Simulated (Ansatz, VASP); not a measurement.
# One calculation of Al, two programs

INCAR

```
SYSTEM = Al
ALGO     = Normal         ! electronic algorithm
DIPOL    = 0.5 0.5 0.500
EDIFF    = 1E-7           ! SCF threshold, eV
ENCUT    = 520            ! plane-wave cutoff, eV
GGA      = PS             ! functional
IDIPOL   = 3            
ISIF     = 2              ! what is computed and relaxed
ISMEAR   = 0              ! smearing method
LASPH    = .True.         ! aspherical terms in the spheres
LCHARG   = .False.        ! write CHGCAR
LDIPOL   = .True.       
LREAL    = .False.        ! projectors in reciprocal space
LWAVE    = .False.        ! write WAVECAR
NBANDS   = 22             ! bands
NELM     = 80             ! most SCF steps
PREC     = Accurate       ! precision mode
SIGMA    = 0.1            ! smearing width, eV
```

KPOINTS

```
k-points
0
Gamma
  12 9 1
  0 0 0
```

Contents of POSCAR:

```
Al
1.0
    2.8394270062      0.0000000000      0.0000000000
    0.0000000000      4.0155561815      0.0000000000
    0.0000000000      0.0000000000     24.9379945217
Al
8
Direct
    0.5000000000      0.5000000000      0.3007459158
    0.0000000000      0.0000000000      0.3576756541
    0.5000000000      0.5000000000      0.4146053925
    0.0000000000      0.0000000000      0.4715351308
    0.5000000000      0.5000000000      0.5284648692
    0.0000000000      0.0000000000      0.5853946075
    0.5000000000      0.5000000000      0.6423243459
    0.0000000000      0.0000000000      0.6992540842
```

Input for Ansatz:

```yaml
crystal:
  lattice:
    - [2.8394270062, 0.0, 0.0]
    - [0.0, 4.0155561815, 0.0]
    - [0.0, 0.0, 24.9379945217]
  atoms:
    - { symbol: Al, position: [0.5, 0.5, 0.3007459158] }
    - { symbol: Al, position: [0.0, 0.0, 0.3576756541] }
    - { symbol: Al, position: [0.5, 0.5, 0.4146053925] }
    - { symbol: Al, position: [0.0, 0.0, 0.4715351308] }
    - { symbol: Al, position: [0.5, 0.5, 0.5284648692] }
    - { symbol: Al, position: [0.0, 0.0, 0.5853946075] }
    - { symbol: Al, position: [0.5, 0.5, 0.6423243459] }
    - { symbol: Al, position: [0.0, 0.0, 0.6992540842] }
basis:
  ecutwfc: 420
kpoints:
  mp_grid: { grid: [12, 9, 1] }
hamiltonian:
  xc: pbesol
scf:
  occupations: { method: gaussian, width: 0.1 }
output:
  forces: true
  stress: true
  eigenvalues: true
  write_density: true
  write_potential: true
  elf: true
  volumetric_format: npy
efield:
  axis: 3
  dipole_correction: true
  ramp_width: 0.04
```

Alike in both runs: task single point; functional PBEsol; k mesh 12 × 9 × 1; occupations gaussian, width 0.1 eV; no spin polarisation.

```csv
,VASP,Ansatz
version,VASP 6.6.1,Ansatz 0.2.0
potentials or method,"VASP PAW PBE potentials, release 64 (Al), cutoff 520 eV","scalar-relativistic, plane waves, PAW"
valence electrons in the cell,24,24
```

|  | VASP | Ansatz | Ansatz less VASP |
| --- | --- | --- | --- |
| gap on the k mesh at the Fermi level (eV) | none | none | - |
| rms of the force components (eV/Å) | 0.105 | 0.106 | +0.0007 |

VASP's potentials were made for PBE, not for PBEsol. Atom by atom the forces differ by 0.001 eV/Å (rms over components). A gap of «none» marks a metal or a gap that the smearing closes. With one functional, cell and mesh, what is left measures potentials, basis and numerics. Ansatz's warnings: xc potential rough in thin density.
